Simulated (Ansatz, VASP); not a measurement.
**GaN in VASP and in Ansatz**

Contents of INCAR:

```
SYSTEM = GaN
ALGO = Normal ; EDIFF = 1E-6
ENCUT = 520 ; GGA = RP
ISIF = 2 ; ISMEAR = -1
IVDW = 13 ; LASPH = .True.
LCHARG = .False. ; LREAL = .False.
LWAVE = .False. ; NBANDS = 26
NELM = 60 ; PREC = Accurate
SIGMA = 0.05
```

Contents of KPOINTS:

```
k-points
0
Gamma
  10 10 5
  0 0 0
```

The input POSCAR:

```
GaN
1.0
    3.1800000000      0.0000000000      0.0000000000
   -1.5900000000      2.7539607840      0.0000000000
    0.0000000000      0.0000000000      5.1660000000
Ga N
2 2
Direct
    0.6666666667      0.3333333333      0.5000000000
    0.3333333333      0.6666666667      0.0000000000
    0.6666666667      0.3333333333      0.8750000000
    0.3333333333      0.6666666667      0.3750000000
```

File input.yaml:

```yaml
crystal:
  lattice:
    - [3.18, 0.0, 0.0]
    - [-1.59, 2.753960784, 0.0]
    - [0.0, 0.0, 5.166]
  atoms:
    - { symbol: Ga, position: [0.6666666667, 0.3333333333, 0.5] }
    - { symbol: Ga, position: [0.3333333333, 0.6666666667, 0.0] }
    - { symbol: "N", position: [0.6666666667, 0.3333333333, 0.875] }
    - { symbol: "N", position: [0.3333333333, 0.6666666667, 0.375] }
hamiltonian:
  xc: rpbe
  pseudopotentials: { kind: paw }
  dispersion: d4
kpoints:
  mp_grid: { grid: [10, 10, 5] }
scf:
  occupations: { method: fermi_dirac, width: 0.05 }
output:
  forces: true
  stress: true
  eigenvalues: true
  write_density: true
  write_potential: true
  elf: true
  volumetric_format: npy
```

Alike in both runs: task single point; functional RPBE; dispersion D4; k mesh 10 × 10 × 5; occupations fermi-dirac, width 0.05 eV; no spin polarisation.

|  | VASP | Ansatz |
| --- | --- | --- |
| version | VASP 6.6.1 | Ansatz 0.2.0 |
| potentials or method | VASP PAW PBE potentials, release 64 (Ga_d, N) | Ansatz PAW |
| plane-wave cutoff (eV) | 520 | 420 |
| valence electrons in the cell | 36 | 36 |

Ansatz gave:

| Property | Result |
| --- | --- |
| gap on the k mesh at the Fermi level (eV) | 2.01 |
| least direct gap on the mesh (eV) | 2.01 |
| pressure (GPa) | -1.1 |
| traceless stress, the component that is largest in VASP (GPa) | 1.52 |
| rms of the force components (eV/Å) | 0.075 |

Q: What did VASP give for the same quantities?

A: gap on the k mesh at the Fermi level (eV): 2.03; least direct gap on the mesh (eV): 2.03; pressure (GPa): -1.3; traceless stress, the component that is largest in VASP (GPa): 1.53; rms of the force components (eV/Å): 0.072.

VASP's potentials were made for PBE, not for RPBE. Atom by atom the forces differ by 0.004 eV/Å (rms over components).

Noted on Ansatz's run: odd divisions of the mesh miss points on the zone boundary, where band edges often lie, so the gap on the mesh can be too wide.
